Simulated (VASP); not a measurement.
# HfC (Fm-3m) in VASP: settings compared

The runs below take HfC through relaxation of cell and atoms, single point, with PBE, PBEsol, LDA, r2SCAN.

Everything below comes from runs of VASP 6.6.1. Logs are shortened: lines on timing, memory, paths and dates and some standing lists are left out, and cuts for length are marked.

### 1 The cell of the first run

Symmetry: Fm-3m, No. 225, cubic system. The conventional cell has a = 4.650 Å, b = 4.650 Å, c = 4.650 Å, α = 90.00°, β = 90.00°, γ = 90.00°. Hf (site symmetry m-3m) has 6 C at 2.33 Å within 3.1 Å. C (site symmetry m-3m) has 6 Hf at 2.33 Å within 3.1 Å.

### 2 Relaxation of cell and atoms, PBE, target pressure 5 GPa, at which the enthalpy is minimised

Input file INCAR:

```
PREC     = Accurate       # precision mode
ENCUT    = 600            # plane-wave cutoff, eV
EDIFF    = 1E-6           # SCF threshold, eV
ISMEAR   = -1             # smearing method
SIGMA    = 0.05           # smearing width, eV
LREAL    = F              # projectors in reciprocal space
LASPH    = T              # aspherical terms in the spheres
NELM     = 60             # most SCF steps
ALGO     = Normal         # electronic algorithm
ISIF     = 3              # what is computed and relaxed
LWAVE    = F              # write WAVECAR
LCHARG   = F              # write CHGCAR
GGA      = PE             # functional
IBRION   = 2              # ionic algorithm
NSW      = 80             # ionic steps
EDIFFG   = -0.02          # ionic threshold
PSTRESS  = 50.0
```

Input file KPOINTS:

```
Automatic mesh
0
Gamma
  10 10 10
```

Input file POSCAR:

```
HfC
1.0
    0.0000000000      2.3250000000      2.3250000000
    2.3250000000      0.0000000000      2.3250000000
    2.3250000000      2.3250000000      0.0000000000
Hf C
1 1
Direct
    0.5000000000      0.5000000000      0.5000000000
    0.0000000000      0.0000000000      0.0000000000
```

Potentials or basis: VASP PAW PBE potentials, release 64 (Hf_pv, C).

Run with:

```
$ cat potpaw_PBE.64/Hf_pv/POTCAR potpaw_PBE.64/C/POTCAR > POTCAR
$ mpirun -np 1 vasp_std > vasp.out
```

OUTCAR:

```text
PREC = Accurate
   ENCUT = 600
   EDIFF = 1E-6
   ISMEAR = -1
   LREAL = F
   LASPH = T
   NELM = 60
   ISIF = 3
   GGA = PE
   IBRION = 2
   NSW = 80
   EDIFFG = -0.02
   PSTRESS = 50.0

 ion  position               nearest neighbor table
   1  0.500  0.500  0.500-   2 2.33   2 2.33   2 2.33   2 2.33   2 2.33   2 2.33
   2  0.000  0.000  0.000-   1 2.33   1 2.33   1 2.33   1 2.33   1 2.33   1 2.33

  LATTYP: Found a face centered cubic cell.
 ALAT       =     4.6500000000

  Lattice vectors:

 A1 = (   0.0000000000,   2.3250000000,   2.3250000000)
 A2 = (   2.3250000000,   0.0000000000,   2.3250000000)
 A3 = (   2.3250000000,   2.3250000000,   0.0000000000)

Analysis of symmetry for initial positions (statically):
=====================================================================
 Subroutine PRICEL returns:
 Original cell was already a primitive cell.

 Routine SETGRP: Setting up the symmetry group for a
 face centered cubic supercell.

 Subroutine GETGRP returns: Found 48 space group operations
 (whereof 48 operations were pure point group operations)
 out of a pool of 48 trial point group operations.

The static configuration has the point symmetry O_h .

Analysis of symmetry for dynamics (positions and initial velocities):
=====================================================================
 Subroutine PRICEL returns:
 Original cell was already a primitive cell.

 Routine SETGRP: Setting up the symmetry group for a
 face centered cubic supercell.

 Subroutine GETGRP returns: Found 48 space group operations
 (whereof 48 operations were pure point group operations)
 out of a pool of 48 trial point group operations.

The dynamic configuration has the point symmetry O_h .

 Subroutine INISYM returns: Found 48 space group operations
 (whereof 48 operations are pure point group operations),
 and found     1 'primitive' translations

----------------------------------------------------------------------------------------

                                     Primitive cell

  volume of cell :      25.1362

  direct lattice vectors                    reciprocal lattice vectors
     0.000000000  2.325000000  2.325000000    -0.215053763  0.215053763  0.215053763
     2.325000000  0.000000000  2.325000000     0.215053763 -0.215053763  0.215053763
     2.325000000  2.325000000  0.000000000     0.215053763  0.215053763 -0.215053763

  length of vectors
     3.288046533  3.288046533  3.288046533     0.372484045  0.372484045  0.372484045

  position of ions in fractional coordinates (direct lattice)
     0.500000000  0.500000000  0.500000000
     0.000000000  0.000000000  0.000000000

  ion indices of the primitive-cell ions
   primitive index   ion index
                 1           1
                 2           2

----------------------------------------------------------------------------------------

 KPOINTS: Automatic mesh

Automatic generation of k-mesh.
 Grid dimensions read from file:
 generate k-points for:   10   10   10

 Generating k-lattice:

  Cartesian coordinates                     Fractional coordinates (reciprocal lattice)
    -0.021505376  0.021505376  0.021505376     0.100000000  0.000000000  0.000000000
     0.021505376 -0.021505376  0.021505376     0.000000000  0.100000000  0.000000000
     0.021505376  0.021505376 -0.021505376     0.000000000  0.000000000  0.100000000

  Length of vectors
     0.037248404  0.037248404  0.037248404

  Shift w.r.t. Gamma in fractional coordinates (k-lattice)
     0.000000000  0.000000000  0.000000000

 Subroutine IBZKPT returns following result:
 ===========================================

 Found     47 irreducible k-points:

 Following reciprocal coordinates:
            Coordinates               Weight
  0.000000  0.000000  0.000000      1.000000
  0.100000  0.000000  0.000000      8.000000
  0.200000  0.000000  0.000000      8.000000
  0.300000  0.000000  0.000000      8.000000
  0.400000  0.000000  0.000000      8.000000
  0.500000  0.000000  0.000000      4.000000
[... 16 lines left out ...]
  0.300000  0.300000  0.000000      6.000000
  0.400000  0.300000  0.000000     24.000000
 [... further k-points ...]
   k-points           NKPTS =     47   k-points in BZ     NKDIM =     47   number of bands    NBANDS=     11
   number of dos      NEDOS =    301   number of ions     NIONS =      2
   total plane-waves  NPLWV =  21952
   dimension x,y,z NGX =    28 NGY =   28 NGZ =   28
   dimension x,y,z NGXF=    56 NGYF=   56 NGZF=   56
   ions per type =               1   1
   NGX,Y,Z   is equivalent  to a cutoff of  14.16, 14.16, 14.16 a.u.
   NGXF,Y,Z  is equivalent  to a cutoff of  28.31, 28.31, 28.31 a.u.
 SYSTEM =  unknown system
   PREC   = accura    normal or accurate (medium, high low for compatibility)
   ISTART =      0    job   : 0-new  1-cont  2-samecut
   ICHARG =      2    charge: 1-file 2-atom 10-const
   ISPIN  =      1    spin polarized calculation?
   LNONCOLLINEAR =      F non collinear calculations
   LSORBIT =      F    spin-orbit coupling
   LASPH  =      T    aspherical Exc in radial PAW
   ENCUT  =  600.0 eV  44.10 Ry    6.64 a.u.   6.57  6.57  6.57*2*pi/ulx,y,z
   NELM   =     60;   NELMIN=  2; NELMDL= -5     # of ELM steps
   EDIFF  = 0.1E-05   stopping-criterion for ELM
   LREAL  =      F    real-space projection
   EDIFFG = -.2E-01   stopping-criterion for IOM
   NSW    =     80    number of steps for IOM
   IBRION =      2    ionic relax: 0-MD 1-quasi-New 2-CG
   NFREE  =      1    steps in history (QN), initial steepest desc. (CG)
   ISIF   =      3    stress and relaxation
   ISYM   =      2    0-nonsym 1-usesym 2-fastsym
   POTIM  = 0.5000    time-step for ionic-motion
   TEBEG  =    0.0;   TEEND  =   0.0 temperature during run
   PSTRESS=   50.0 pullay stress
   NELECT =      14.0000    total number of electrons
   NUPDOWN=      -1.0000    fix difference up-down
   EMIN   =  10.00;   EMAX   =-10.00  energy-range for DOS
   EFERMI =   0.00;   METHOD = LEGACY
   ISMEAR =    -1;   SIGMA  =   0.05  broadening in eV -4-tet -1-fermi 0-gaus
   EFERMI_NEDOS =   21; number of points for ismear=-14 and -15
   IALGO  =     38    algorithm
   IMIX   =      4    mixing-type and parameters
     AMIX     =   0.40;   BMIX     =  1.00
     AMIX_MAG =   1.60;   BMIX_MAG =  1.00
  volume/ion in A,a.u.               =      12.57        84.81
  Fermi-wavevector in a.u.,A,eV,Ry     =   1.346949  2.545365 24.684672  1.814272
  Thomas-Fermi vector in A             =   2.474740
   LORBIT       =      0    0 simple, 1 ext, 2 COOP (PROOUT), +10 PAW based schemes
   GGA     = PE    functional components
   LHFCALC =     F    Hartree Fock is set to
   AEXX    =    0.0000 exact exchange contribution
   IVDW    =     0    specifies the selected vdW correction
   LEPSILON=     F    determine dielectric tensor
   LRPA    =     F    only Hartree local field effects (RPA)
 conjugate gradient relaxation of ions
 non-spin polarized calculation
  energy-cutoff  :      600.00
  volume of cell :       25.14
 maximum number of plane-waves:       869
 NGX is ok and might be reduce to    28
   NGX = 13   NGY = 13   NGZ = 13

--------------------------------------- Ionic step        1  -------------------------------------------

 number of electron      14.0000000 magnetization

 Free energy of the ion-electron system (eV)
  ---------------------------------------------------
  ext. energy  EPLUGINS =         0.00000000
  ---------------------------------------------------
  free energy    TOTEN  =       -21.04541827 eV

  energy without entropy =      -21.04261788  energy(sigma->0) =      -21.04401808

------------------------ aborting loop because EDIFF is reached ----------------------------------------

  FORCE on cell =-STRESS in cart. coord.  units (eV):
  Direction    XX          YY          ZZ          XY          YZ          ZX
  --------------------------------------------------------------------------------------
  -------------------------------------------------------------------------------------
  Total       -0.0785381     -0.0785381     -0.0785381      0.0000000      0.0000000     -0.0000000
  in kB       -5.0060115     -5.0060115     -5.0060115      0.0000000      0.0000000     -0.0000000
  external PRESSURE =     -55.0060115 kB  Pullay stress =      50.0000000 kB
[... 61 lines left out ...]
  enthalpy is  TOTEN    =       -20.2364662127 eV   P V=        0.7364632229

--------------------------------------- Ionic step        3  -------------------------------------------

 number of electron      14.0000000 magnetization

 Free energy of the ion-electron system (eV)
  ---------------------------------------------------
  ext. energy  EPLUGINS =         0.00000000
  ---------------------------------------------------
  free energy    TOTEN  =       -21.03807890 eV

  energy without entropy =      -21.03540489  energy(sigma->0) =      -21.03674190

 E-fermi :   6.1420     XC(G=0): -12.3939

 val. band max:        6.1229388270   @ k =   0.1000   0.0000   0.0000
 cond. band min:       6.2680349435   @ k =   0.1000   0.1000   0.0000
 fundamental gap:      0.1450961165
 Fermi energy:         6.1420059129

 k-point     1 :       0.0000    0.0000    0.0000
  band No.  band energies     occupation
      1     -23.3378      2.00000
      2     -23.3378      2.00000
      3     -23.3378      2.00000
      4      -6.3005      2.00000
      5       7.1296      0.00000
      6       7.1296      0.00000
      7       7.1296      0.00000
      8       7.5223      0.00000
      9       7.5223      0.00000
     10       7.5223      0.00000
     11       9.5839      0.00000
[... 309 lines left out ...]
 k-point    24 :       0.4000    0.3000    0.0000
  band No.  band energies     occupation
      1     -23.8703      2.00000
      2     -23.5515      2.00000
      3     -23.5290      2.00000
      4      -4.1772      2.00000
      5       2.3702      2.00000
      6       4.2754      2.00000
      7       5.4052      2.00000
      8       6.3321      0.04365
      9      11.6190      0.00000
     10      12.6699      0.00000
     11      12.7983      0.00000

 [... further k-points ...]
[... 5 lines left out ...]
  --------------------------------------------------------------------------------------
  -------------------------------------------------------------------------------------
  Total        0.7515594      0.7515594      0.7515594      0.0000000      0.0000000     -0.0000000
  in kB       48.9659312     48.9659312     48.9659312      0.0000000      0.0000000     -0.0000000
  external PRESSURE =      -1.0340688 kB  Pullay stress =      50.0000000 kB
[... 17 lines left out ...]
  FREE ENERGIE OF THE ION-ELECTRON SYSTEM (eV)
  ---------------------------------------------------
  free  energy   TOTEN  =       -21.0380789048 eV

  energy  without entropy=      -21.0354048929  energy(sigma->0) =      -21.03674190

  enthalpy is  TOTEN    =       -20.2706479745 eV   P V=        0.7674309303

 reached required accuracy - stopping structural energy minimisation
```

Run time: 62 s. Hardware: 1 thread of Intel Xeon Platinum 8259CL at 2.50GHz (Skylake/Cascade Lake), shared host; peak memory 0.17 GiB.

Results:

- Free energy: -21.0381 eV
- Relaxed volume: 12.30 Å³/atom
- Relaxed cell: a = 3.264 Å, b = 3.264 Å, c = 3.264 Å, α = 60.00°, β = 60.00°, γ = 60.00°
- Space group after relaxing (to 0.05 Å): Fm-3m (No. 225)
- Energy change on relaxing (the enthalpy is what falls): +3.7 meV/atom
- Ionic steps: 3
- Pressure after relaxing: 4.9 GPa
- Band gap on the k mesh: zero (band 7 reaches 7.13 eV, above the bottom of band 8 at 5.72 eV)

The path:
| step | energy change (eV) | largest force (eV/Å) | pressure (GPa) | volume (Å³) |
| --- | --- | --- | --- | --- |
| 1 | 0.0000 | 0.0000 | -0.50 | 25.14 |
| 2 | 0.0725 | 0.0000 | 16.50 | 23.60 |
| 3 | 0.0073 | 0.0000 | 4.90 | 24.59 |

Final structure:
```
Hf C
1.0
     0.00000    2.30808    2.30808
     2.30808    0.00000    2.30808
     2.30808    2.30808    0.00000
Hf C
1 1
Direct
  0.50000 0.50000 0.50000
  0.00000 0.00000 0.00000
```

Levels at points of the mesh, in eV from the Fermi level:
```tsv
k point	band 5	band 6	band 7	band 8	band 9	band 10
(0.00, 0.00, 0.00)	0.99	0.99	0.99	1.38	1.38	1.38
(0.50, 0.00, 0.00)	-6.26	-3.08	-3.08	5.43	5.43	5.90
(0.50, 0.50, 0.00)	-2.59	-1.87	-0.10	-0.10	5.42	6.90
```

Caveat: the cell is relaxed towards a set pressure, so the enthalpy falls and the energy may rise; spin-orbit coupling is left out, which moves the levels of the heavy elements.

(Part 1 of 2 ends here.)
